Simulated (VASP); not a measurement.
# Sn2Br (Fd-3m) in VASP: a series of runs

Runs on Sn2Br. Level: PBE. Tasks: relaxation of cell and atoms.

All numbers are computed with VASP 6.6.1; they aren't measurements. Logs are shortened: lines on timing, memory, paths and dates and some standing lists are left out, and cuts for length are marked.

### 1 The cell of the first run

It takes space group Fd-3m (No. 227, cubic). Conventional cell: a = 8.682 Å, b = 8.682 Å, c = 8.682 Å, α = 90.00°, β = 90.00°, γ = 90.00°. Sn (site symmetry -3m) has 6 Sn at 3.07 Å and 6 Br at 3.60 Å within 4.0 Å. Br (site symmetry -43m) has 12 Sn at 3.60 Å and 4 Br at 3.76 Å within 4.7 Å.

### 2 Relaxation of cell and atoms, PBE

INCAR reads:

```
SYSTEM = Sn2Br
ALGO     = Normal         ! electronic algorithm
EDIFF    = 1E-7           ! SCF threshold, eV
EDIFFG   = -0.04          ! ionic threshold
ENCUT    = 600            ! plane-wave cutoff, eV
GGA      = PE             ! functional
IBRION   = 2              ! ionic algorithm
ISIF     = 3              ! what is computed and relaxed
ISMEAR   = 0              ! smearing method
LASPH    = .TRUE.         ! aspherical terms in the spheres
LCHARG   = .FALSE.        ! write CHGCAR
LREAL    = .FALSE.        ! projectors in reciprocal space
LWAVE    = .FALSE.        ! write WAVECAR
NELM     = 100            ! most SCF steps
NSW      = 90             ! ionic steps
PREC     = Accurate       ! precision mode
SIGMA    = 0.1            ! smearing width, eV
```

KPOINTS reads:

```
k-points
0
G
  4 4 4
  0 0 0
```

POSCAR reads:

```
Sn2Br
1.0
    0.0000000000      4.3409314161      4.3409314161
    4.3409314161      0.0000000000      4.3409314161
    4.3409314161      4.3409314161      0.0000000000
Sn Br
4 2
Direct
    0.6250000000      0.6250000000      0.6250000000
    0.1250000000      0.6250000000      0.6250000000
    0.6250000000      0.6250000000      0.1250000000
    0.6250000000      0.1250000000      0.6250000000
    0.0000000000      0.0000000000      0.0000000000
    0.2500000000      0.2500000000      0.2500000000
```

Potentials or basis: VASP PAW PBE potentials, release 64 (Sn_d, Br).

On the command line:

```sh
> cat potpaw_PBE.64/Sn_d/POTCAR potpaw_PBE.64/Br/POTCAR > POTCAR
> mpirun -np 1 vasp_std > vasp.out
```

OUTCAR:

```text
SYSTEM = Sn2Br
   EDIFF = 1E-7
   EDIFFG = -0.04
   ENCUT = 600
   GGA = PE
   IBRION = 2
   ISIF = 3
   ISMEAR = 0
   LASPH = .TRUE.
   LREAL = .FALSE.
   NELM = 100
   NSW = 90
   PREC = Accurate

 ion  position               nearest neighbor table
   1  0.625  0.625  0.625-   2 3.07   3 3.07   4 3.07   3 3.07   4 3.07   2 3.07
   2  0.125  0.625  0.625-   1 3.07   3 3.07   4 3.07   1 3.07   3 3.07   4 3.07
   3  0.625  0.625  0.125-   1 3.07   1 3.07   2 3.07   4 3.07   4 3.07   2 3.07
   4  0.625  0.125  0.625-   1 3.07   3 3.07   1 3.07   2 3.07   3 3.07   2 3.07
   5  0.000  0.000  0.000-
   6  0.250  0.250  0.250-

  LATTYP: Found a face centered cubic cell.
 ALAT       =     8.6818628322

  Lattice vectors:

 A1 = (   0.0000000000,   4.3409314161,   4.3409314161)
 A2 = (   4.3409314161,   0.0000000000,   4.3409314161)
 A3 = (   4.3409314161,   4.3409314161,   0.0000000000)

Analysis of symmetry for initial positions (statically):
=====================================================================
 Subroutine PRICEL returns:
 Original cell was already a primitive cell.

 Routine SETGRP: Setting up the symmetry group for a
 face centered cubic supercell.

 Subroutine GETGRP returns: Found 48 space group operations
 (whereof 24 operations were pure point group operations)
 out of a pool of 48 trial point group operations.

The static configuration has the point symmetry T_d .
 The point group associated with its full space group is O_h .

Analysis of symmetry for dynamics (positions and initial velocities):
=====================================================================
 Subroutine PRICEL returns:
 Original cell was already a primitive cell.

 Routine SETGRP: Setting up the symmetry group for a
 face centered cubic supercell.

 Subroutine GETGRP returns: Found 48 space group operations
 (whereof 24 operations were pure point group operations)
 out of a pool of 48 trial point group operations.

The dynamic configuration has the point symmetry T_d .
 The point group associated with its full space group is O_h .

 Subroutine INISYM returns: Found 48 space group operations
 (whereof 24 operations are pure point group operations),
 and found     1 'primitive' translations

----------------------------------------------------------------------------------------

                                     Primitive cell

  volume of cell :     163.5983

  direct lattice vectors                    reciprocal lattice vectors
     0.000000000  4.340931416  4.340931416    -0.115182654  0.115182654  0.115182654
     4.340931416  0.000000000  4.340931416     0.115182654 -0.115182654  0.115182654
     4.340931416  4.340931416  0.000000000     0.115182654  0.115182654 -0.115182654

  length of vectors
     6.139004082  6.139004082  6.139004082     0.199502208  0.199502208  0.199502208

  position of ions in fractional coordinates (direct lattice)
     0.625000000  0.625000000  0.625000000
     0.125000000  0.625000000  0.625000000
     0.625000000  0.625000000  0.125000000
     0.625000000  0.125000000  0.625000000
     0.000000000  0.000000000  0.000000000
     0.250000000  0.250000000  0.250000000

  ion indices of the primitive-cell ions
   primitive index   ion index
                 1           1
                 2           2
                 3           3
                 4           4
                 5           5
                 6           6

----------------------------------------------------------------------------------------

 KPOINTS: k-points

Automatic generation of k-mesh.
 Grid dimensions read from file:
 generate k-points for:    4    4    4

 Generating k-lattice:

  Cartesian coordinates                     Fractional coordinates (reciprocal lattice)
    -0.028795663  0.028795663  0.028795663     0.250000000  0.000000000  0.000000000
     0.028795663 -0.028795663  0.028795663     0.000000000  0.250000000  0.000000000
     0.028795663  0.028795663 -0.028795663     0.000000000  0.000000000  0.250000000

  Length of vectors
     0.049875552  0.049875552  0.049875552

  Shift w.r.t. Gamma in fractional coordinates (k-lattice)
     0.000000000  0.000000000  0.000000000

 Subroutine IBZKPT returns following result:
 ===========================================

 Found      8 irreducible k-points:

 Following reciprocal coordinates:
            Coordinates               Weight
  0.000000  0.000000  0.000000      1.000000
  0.250000  0.000000  0.000000      8.000000
  0.500000  0.000000  0.000000      4.000000
  0.250000  0.250000  0.000000      6.000000
  0.500000  0.250000  0.000000     24.000000
 -0.250000  0.250000  0.000000     12.000000
  0.500000  0.500000  0.000000      3.000000
 -0.250000  0.500000  0.250000      6.000000
   k-points           NKPTS =      8   k-points in BZ     NKDIM =      8   number of bands    NBANDS=     42
   number of dos      NEDOS =    301   number of ions     NIONS =      6
   total plane-waves  NPLWV = 125000
   dimension x,y,z NGX =    50 NGY =   50 NGZ =   50
   dimension x,y,z NGXF=   100 NGYF=  100 NGZF=  100
   ions per type =               4   2
   NGX,Y,Z   is equivalent  to a cutoff of  13.54, 13.54, 13.54 a.u.
   NGXF,Y,Z  is equivalent  to a cutoff of  27.08, 27.08, 27.08 a.u.
 SYSTEM =  Sn2Br
   PREC   = accura    normal or accurate (medium, high low for compatibility)
   ISTART =      0    job   : 0-new  1-cont  2-samecut
   ICHARG =      2    charge: 1-file 2-atom 10-const
   ISPIN  =      1    spin polarized calculation?
   LNONCOLLINEAR =      F non collinear calculations
   LSORBIT =      F    spin-orbit coupling
   LASPH  =      T    aspherical Exc in radial PAW
   ENCUT  =  600.0 eV  44.10 Ry    6.64 a.u.  12.26 12.26 12.26*2*pi/ulx,y,z
   NELM   =    100;   NELMIN=  2; NELMDL= -5     # of ELM steps
   EDIFF  = 0.1E-06   stopping-criterion for ELM
   LREAL  =      F    real-space projection
   EDIFFG = -.4E-01   stopping-criterion for IOM
   NSW    =     90    number of steps for IOM
   IBRION =      2    ionic relax: 0-MD 1-quasi-New 2-CG
   NFREE  =      1    steps in history (QN), initial steepest desc. (CG)
   ISIF   =      3    stress and relaxation
   ISYM   =      2    0-nonsym 1-usesym 2-fastsym
   POTIM  = 0.5000    time-step for ionic-motion
   TEBEG  =    0.0;   TEEND  =   0.0 temperature during run
   PSTRESS=    0.0 pullay stress
   NELECT =      70.0000    total number of electrons
   NUPDOWN=      -1.0000    fix difference up-down
   EMIN   =  10.00;   EMAX   =-10.00  energy-range for DOS
   EFERMI =   0.00;   METHOD = LEGACY
   ISMEAR =     0;   SIGMA  =   0.10  broadening in eV -4-tet -1-fermi 0-gaus
   EFERMI_NEDOS =   21; number of points for ismear=-14 and -15
   IALGO  =     38    algorithm
   IMIX   =      4    mixing-type and parameters
     AMIX     =   0.40;   BMIX     =  1.00
     AMIX_MAG =   1.60;   BMIX_MAG =  1.00
  volume/ion in A,a.u.               =      27.27       184.00
  Fermi-wavevector in a.u.,A,eV,Ry     =   1.233620  2.331203 20.705581  1.521817
  Thomas-Fermi vector in A             =   2.368343
   LORBIT       =      0    0 simple, 1 ext, 2 COOP (PROOUT), +10 PAW based schemes
   GGA     = PE    functional components
   LHFCALC =     F    Hartree Fock is set to
   AEXX    =    0.0000 exact exchange contribution
   IVDW    =     0    specifies the selected vdW correction
   LEPSILON=     F    determine dielectric tensor
   LRPA    =     F    only Hartree local field effects (RPA)
 conjugate gradient relaxation of ions
 non-spin polarized calculation
 Gauss-broadening in eV      SIGMA  =   0.10
  energy-cutoff  :      600.00
  volume of cell :      163.60
 maximum number of plane-waves:      5577
 NGX is ok and might be reduce to    50
   NGX = 25   NGY = 25   NGZ = 25

--------------------------------------- Ionic step        1  -------------------------------------------

 number of electron      70.0000024 magnetization

 Free energy of the ion-electron system (eV)
  ---------------------------------------------------
  ext. energy  EPLUGINS =         0.00000000
  ---------------------------------------------------
  free energy    TOTEN  =       -18.33024178 eV

  energy without entropy =      -18.28000158  energy(sigma->0) =      -18.30512168

------------------------ aborting loop because EDIFF is reached ----------------------------------------

  FORCE on cell =-STRESS in cart. coord.  units (eV):
  Direction    XX          YY          ZZ          XY          YZ          ZX
  --------------------------------------------------------------------------------------
  -------------------------------------------------------------------------------------
  Total        4.2026057      4.2026057      4.2026057      0.0000000      0.0000000      0.0000000
  in kB       41.1576395     41.1576395     41.1576395      0.0000000      0.0000000      0.0000000
  external PRESSURE =      41.1576395 kB  Pullay stress =       0.0000000 kB

 VOLUME and BASIS-vectors are now :
 -----------------------------------------------------------------------------
  energy-cutoff  :      600.00
  volume of cell :      163.60
      direct lattice vectors                 reciprocal lattice vectors
     0.000000000  4.340931416  4.340931416    -0.115182654  0.115182654  0.115182654
     4.340931416  0.000000000  4.340931416     0.115182654 -0.115182654  0.115182654
     4.340931416  4.340931416  0.000000000     0.115182654  0.115182654 -0.115182654
[... 41 lines left out ...]
 POSITION                                       TOTAL-FORCE (eV/Angst)
 -----------------------------------------------------------------------------------
      5.60952      5.60952      5.60952         0.000000     -0.000000     -0.000000
      5.60952      3.36571      3.36571        -0.000000     -0.000000      0.000000
      3.36571      3.36571      5.60952         0.000000      0.000000      0.000000
      3.36571      5.60952      3.36571         0.000000     -0.000000     -0.000000
      8.97523      8.97523      8.97523         0.000000      0.000000      0.000000
      2.24381      2.24381      2.24381        -0.000000     -0.000000     -0.000000
 -----------------------------------------------------------------------------------
    total drift:                               -0.000000     -0.000000      0.000000

  FREE ENERGIE OF THE ION-ELECTRON SYSTEM (eV)
  ---------------------------------------------------
  free  energy   TOTEN  =       -18.5164184844 eV

  energy  without entropy=      -18.4719814546  energy(sigma->0) =      -18.49419997

--------------------------------------- Ionic step        3  -------------------------------------------

 number of electron      70.0000002 magnetization

 Free energy of the ion-electron system (eV)
  ---------------------------------------------------
  ext. energy  EPLUGINS =         0.00000000
  ---------------------------------------------------
  free energy    TOTEN  =       -18.51733872 eV

  energy without entropy =      -18.47254687  energy(sigma->0) =      -18.49494279

 E-fermi :   5.0573     XC(G=0):  -9.4363

 val. band max:        5.0353614331   @ k =  -0.2500   0.2500   0.0000
 cond. band min:       5.1163700828   @ k =   0.5000   0.2500   0.0000
 fundamental gap:      0.0810086497
 Fermi energy:         5.0573088123

 k-point     1 :       0.0000    0.0000    0.0000
  band No.  band energies     occupation
      1     -16.6504      2.00000
      2     -16.6280      2.00000
      3     -16.6280      2.00000
      4     -16.6010      2.00000
      5     -16.6010      2.00000
      6     -16.6010      2.00000
[... 371 lines left out ...]
 POSITION                                       TOTAL-FORCE (eV/Angst)
 -----------------------------------------------------------------------------------
      5.59631      5.59631      5.59631        -0.000000      0.000000     -0.000000
      5.59631      3.35778      3.35778        -0.000000      0.000000     -0.000000
      3.35778      3.35778      5.59631        -0.000000      0.000000     -0.000000
      3.35778      5.59631      3.35778        -0.000000      0.000000     -0.000000
      0.00000      0.00000      0.00000        -0.000000     -0.000000     -0.000000
      2.23852      2.23852      2.23852         0.000000      0.000000      0.000000
 -----------------------------------------------------------------------------------
    total drift:                               -0.000000     -0.000000      0.000000

  FREE ENERGIE OF THE ION-ELECTRON SYSTEM (eV)
  ---------------------------------------------------
  free  energy   TOTEN  =       -18.5173387172 eV

  energy  without entropy=      -18.4725468693  energy(sigma->0) =      -18.49494279

 reached required accuracy - stopping structural energy minimisation
```

Run time: 2 min. Hardware: 1 thread of Intel Xeon 6975P-C (Granite Rapids), shared host; peak memory 0.38 GiB.

What came out:

| Item | Value |
| --- | --- |
| Free energy | -18.5173 eV |
| Relaxed volume | 29.91 Å³/atom |
| Relaxed cell | a = 6.331 Å, b = 6.331 Å, c = 6.331 Å, α = 60.00°, β = 60.00°, γ = 60.00° |
| Space group after relaxing (to 0.05 Å) | Fd-3m (No. 227) |
| Energy gained by relaxing | 31.2 meV/atom |
| Ionic steps | 3 |
| Pressure after relaxing | 0.0 GPa |
| Band gap on the k mesh | zero (band 35 reaches 6.24 eV, above the bottom of band 36 at 4.75 eV) |

The path:
```tsv
step	energy change (eV)	largest force (eV/Å)	pressure (GPa)	volume (Å³)
1	0.0000	0.0000	4.12	163.60
2	-0.1862	0.0000	-0.24	180.75
3	-0.1871	0.0000	0.01	179.48
```

Final structure:
```
Sn Br
1.0
     0.00000    4.47705    4.47705
     4.47705    0.00000    4.47705
     4.47705    4.47705    0.00000
Sn Br
4 2
Direct
  0.62500 0.62500 0.62500
  0.12500 0.62500 0.62500
  0.62500 0.62500 0.12500
  0.62500 0.12500 0.62500
  0.00000 0.00000 0.00000
  0.25000 0.25000 0.25000
```

Caveat: spin-orbit coupling is left out, which moves the levels of the heavy elements.

### 3 Relaxation of cell and atoms, PBE

This run uses another cell than the first one, of 30.16 Å³/atom, 1.106 times its volume.

INCAR reads:

```
SYSTEM = Sn2Br
PREC = Accurate
ENCUT = 600
EDIFF = 1E-7
ISMEAR = 0
SIGMA = 0.1
LREAL = .FALSE.
LASPH = .TRUE.
NELM = 60
ALGO = Normal
ISIF = 3
LWAVE = .FALSE.
LCHARG = .FALSE.
GGA = PE
IBRION = 2
NSW = 100
EDIFFG = -0.01
```

KPOINTS reads:

```
Automatic mesh
0
G
  8 8 8
  0 0 0
```

POSCAR reads:

```
Sn2Br
1.0
    0.0000000000      4.4894207386      4.4894207386
    4.4894207386      0.0000000000      4.4894207386
    4.4894207386      4.4894207386      0.0000000000
Sn Br
4 2
Direct
    0.1250000000      0.1250000000      0.1250000000
    0.6250000000      0.1250000000      0.1250000000
    0.1250000000      0.1250000000      0.6250000000
    0.1250000000      0.6250000000      0.1250000000
    0.5000000000      0.5000000000      0.5000000000
    0.7500000000      0.7500000000      0.7500000000
```

Potentials or basis: VASP PAW PBE potentials, release 64 (Sn_d, Br).

On the command line:

```sh
> cat potpaw_PBE.64/Sn_d/POTCAR potpaw_PBE.64/Br/POTCAR > POTCAR
> mpirun -np 1 vasp_std > vasp.out
```

Run time: 5.5 min. Hardware: 1 thread of Intel Xeon 6975P-C (Granite Rapids), shared host; peak memory 0.54 GiB.

The run converged. Its results:

| Item | Value |
| --- | --- |
| Free energy | -18.4347 eV |
| Relaxed volume | 29.90 Å³/atom |
| Relaxed cell | a = 6.330 Å, b = 6.330 Å, c = 6.330 Å, α = 60.00°, β = 60.00°, γ = 60.00° |
| Space group after relaxing (to 0.05 Å) | Fd-3m (No. 227) |
| Energy gained by relaxing | 0.3 meV/atom |
| Ionic steps | 2 |
| Pressure after relaxing | 0.0 GPa |
| Band gap on the k mesh | zero (band 35 reaches 6.23 eV, above the bottom of band 36 at 4.74 eV) |

Step by step:
```tsv
step	energy change (eV)	largest force (eV/Å)	pressure (GPa)	volume (Å³)
1	0.0000	0.0000	-0.32	180.97
2	-0.0017	0.0000	-0.03	179.38
```

Final structure:
```
CELL_PARAMETERS angstrom
0.00000 4.47623 4.47623
4.47623 0.00000 4.47623
4.47623 4.47623 0.00000
ATOMIC_POSITIONS crystal
Sn 0.12500 0.12500 0.12500
Sn 0.62500 0.12500 0.12500
Sn 0.12500 0.12500 0.62500
Sn 0.12500 0.62500 0.12500
Br 0.50000 0.50000 0.50000
Br 0.75000 0.75000 0.75000
```

Levels at points of the mesh, in eV from the Fermi level:
| k point | band 32 | band 33 | band 34 | band 35 | band 36 | band 37 | band 38 | band 39 |
| --- | --- | --- | --- | --- | --- | --- | --- | --- |
| (0.00, 0.00, 0.00) | -2.86 | -2.86 | -0.71 | -0.71 | -0.07 | -0.07 | -0.07 | 4.86 |
| (0.50, 0.00, 0.00) | -2.13 | -1.43 | -0.29 | -0.29 | 1.53 | 1.68 | 1.68 | 1.73 |
| (0.50, 0.50, 0.00) | -1.89 | -1.29 | -1.29 | 1.15 | 1.15 | 1.30 | 1.30 | 1.52 |

Caveat: spin-orbit coupling is left out, which moves the levels of the heavy elements.
